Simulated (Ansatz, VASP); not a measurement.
# Two plane-wave programs on Mg7VO8

The input INCAR:

```
PREC     = Accurate       # precision mode
ENCUT    = 520            # plane-wave cutoff, eV
EDIFF    = 1E-6           # SCF threshold, eV
ISMEAR   = 0              # smearing method
SIGMA    = 0.05           # smearing width, eV
LREAL    = Auto         
LASPH    = True           # aspherical terms in the spheres
NELM     = 150            # most SCF steps
ALGO     = Normal         # electronic algorithm
ISIF     = 2              # what is computed and relaxed
LWAVE    = False          # write WAVECAR
LCHARG   = False          # write CHGCAR
ISPIN    = 2              # spin polarisation
MAGMOM   = 2.34 0 0 0 0 0 0 0 0 0.02 0.02 0.02 0.02 0.02 0.02 0 # initial moments
LORBIT   = 11             # projections on sites
LMAXMIX  = 4              # l up to which the mixer works
GGA      = PS             # functional
NBANDS   = 56             # bands
```

KPOINTS

```
Automatic mesh
0
Gamma
  4 4 4
```

POSCAR

```
Mg7VO8
1.0
    0.0000000000      4.2136000000      4.2136000000
    4.2136000000      0.0000000000      4.2136000000
    4.2136000000      4.2136000000      0.0000000000
V Mg O
1 7 8
Direct
    0.0000000000      1.0000000000      1.0000000000
    0.0000000000      0.0000000000      0.5000000000
    0.0000000000      0.5000000000      0.0000000000
    0.0000000000      0.5000000000      0.5000000000
    0.5000000000      0.0000000000      0.0000000000
    0.5000000000      0.0000000000      0.5000000000
    0.5000000000      0.5000000000      0.0000000000
    0.5000000000      0.5000000000      0.5000000000
    0.2500000000      0.2500000000      0.2500000000
    0.2535382166      0.2535382166      0.7464617834
    0.2535382166      0.7464617834      0.2535382166
    0.2535382166      0.7464617834      0.7464617834
    0.7464617834      0.2535382166      0.2535382166
    0.7464617834      0.2535382166      0.7464617834
    0.7464617834      0.7464617834      0.2535382166
    0.7500000000      0.7500000000      0.7500000000
```

Input for Ansatz:

```yaml
crystal:
  lattice:
    - [0.0, 4.2136, 4.2136]
    - [4.2136, 0.0, 4.2136]
    - [4.2136, 4.2136, 0.0]
  atoms:
    - { symbol: V, position: [0.0, 1.0, 1.0], spin: 2.0 }
    - { symbol: Mg, position: [0.0, 0.0, 0.5] }
    - { symbol: Mg, position: [0.0, 0.5, 0.0] }
    - { symbol: Mg, position: [0.0, 0.5, 0.5] }
    - { symbol: Mg, position: [0.5, 0.0, 0.0] }
    - { symbol: Mg, position: [0.5, 0.0, 0.5] }
    - { symbol: Mg, position: [0.5, 0.5, 0.0] }
    - { symbol: Mg, position: [0.5, 0.5, 0.5] }
    - { symbol: O, position: [0.25, 0.25, 0.25] }
    - { symbol: O, position: [0.2535382166, 0.2535382166, 0.7464617834] }
    - { symbol: O, position: [0.2535382166, 0.7464617834, 0.2535382166] }
    - { symbol: O, position: [0.2535382166, 0.7464617834, 0.7464617834] }
    - { symbol: O, position: [0.7464617834, 0.2535382166, 0.2535382166] }
    - { symbol: O, position: [0.7464617834, 0.2535382166, 0.7464617834] }
    - { symbol: O, position: [0.7464617834, 0.7464617834, 0.2535382166] }
    - { symbol: O, position: [0.75, 0.75, 0.75] }
basis:
  ecutwfc: 420
  ecutrho_ratio: 4
kpoints:
  mp_grid: { grid: [4, 4, 4] }
hamiltonian:
  xc: pbesol
  hubbard:
    sites:
      - { site: 0, l: d, u_eff: 0.0, starting_ns: [{ spin: up, occupation_matrix: s0up }, { spin: down, occupation_matrix: s0down }] }
    occupation_matrices:
      s0up:
        matrix:
          - [0.26907, -0.28339, 0.25537, -0.16265, -0.051]
          - [-0.28339, 0.43791, -0.31749, -0.06564, 0.19222]
          - [0.25537, -0.31749, 0.28943, -0.09604, -0.09015]
          - [-0.16265, -0.06564, -0.09604, 0.78454, -0.31907]
          - [-0.051, 0.19222, -0.09015, -0.31907, 0.21905]
      s0down:
        matrix:
          - [0.02, 0.0, 0.0, 0.0, 0.0]
          - [0.0, 0.02, 0.0, 0.0, 0.0]
          - [0.0, 0.0, 0.02, 0.0, 0.0]
          - [0.0, 0.0, 0.0, 0.02, 0.0]
          - [0.0, 0.0, 0.0, 0.0, 0.02]
    ns_hold: { iters: 5 }
scf:
  occupations: { method: gaussian, width: 0.05 }
  lower_state_search: "off"
  max_iter: 150
output:
  forces: true
  stress: true
  eigenvalues: true
  populations: true
  hubbard: { sites: [{ site: 0, l: d }] }
magnetization:
  spin_polarized: true
```

Alike in both runs: task single point; functional PBEsol; k mesh 4 × 4 × 4; occupations gaussian, width 0.05 eV; collinear spin.

|  | VASP | Ansatz |
| --- | --- | --- |
| version | VASP 6.6.1 | Ansatz 0.2.0 |
| potentials or method | VASP PAW PBE potentials, release 64 (V_sv, Mg, O), cutoff 520 eV | scalar-relativistic, plane waves, PAW |
| valence electrons in the cell | 75 | 131 |

Ansatz gave:

- gap on the k mesh at the Fermi level (eV): 0.72
- least direct gap on the mesh (eV): 1.20
- pressure (GPa): 0.9
- rms of the force components (eV/Å): 0.044
- net moment per atom (μB): 0.19
- size of the moment on the site where the two differ most (μB): 2.12

Task: Which values does VASP return?

Result: gap on the k mesh at the Fermi level (eV): 0.73; least direct gap on the mesh (eV): 1.21; pressure (GPa): 0.6; rms of the force components (eV/Å): 0.034; net moment per atom (μB): 0.19; size of the moment on the site where the two differ most (μB): 2.54.

VASP's potentials were made for PBE, not for PBEsol. Site moments also hang on the region over which each program counts them. Atom by atom the forces differ by 0.010 eV/Å (rms over components). VASP's potentials hold 75 valence electrons a cell and Ansatz's 131, so a difference there can come from the potentials and not from the codes. Ansatz's warnings: specified occupation not kept, symmetry narrowed by occupation matrices.
